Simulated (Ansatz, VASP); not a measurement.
Two plane-wave programs on InP3

```xyz
8
Lattice="3.7150 2.1448 3.1810 -3.7150 2.1448 3.1810 0.0000 -4.2897 3.1810" Properties=species:S:1:pos:R:3 pbc="T T T"
In    0.0000    0.0000    2.6079
In    0.0000    0.0000    6.9351
P     2.0563   -1.1872    5.8232
P     0.0000    2.3744    5.8232
P    -2.0563   -1.1872    5.8232
P    -2.0563    1.1872    3.7198
P     2.0563    1.1872    3.7198
P     0.0000   -2.3744    3.7198
```

Change from the starting cell: strain -0.0300 x Voigt [0, 0, 1, 0, 0, 0], atoms carried along.

Alike in both runs: task single point; functional PBEsol; k mesh 6 × 6 × 6; occupations gaussian, width 0.15 eV; no spin polarisation.

|  | VASP | Ansatz |
| --- | --- | --- |
| version | VASP 6.6.1 | Ansatz 0.2.0 |
| potentials or method | VASP PAW PBE potentials, release 64 (In_d, P), cutoff 520 eV | scalar-relativistic, plane waves, PAW |
| valence electrons in the cell | 56 | 56 |

|  | VASP | Ansatz | Ansatz less VASP |
| --- | --- | --- | --- |
| gap on the k mesh at the Fermi level (eV) | none | none | - |
| pressure (GPa) | 2.2 | 2.3 | +0.01 |
| traceless stress, the component that is largest in VASP (GPa) | 1.22 | 1.18 | -0.039 |
| rms of the force components (eV/Å) | 0.125 | 0.136 | +0.0110 |

VASP's potentials were made for PBE, not for PBEsol. Atom by atom the forces differ by 0.012 eV/Å (rms over components). A gap of «none» marks a metal or a gap that the smearing closes. The functional is the same, so the differences come from potentials, cutoffs and numerics.
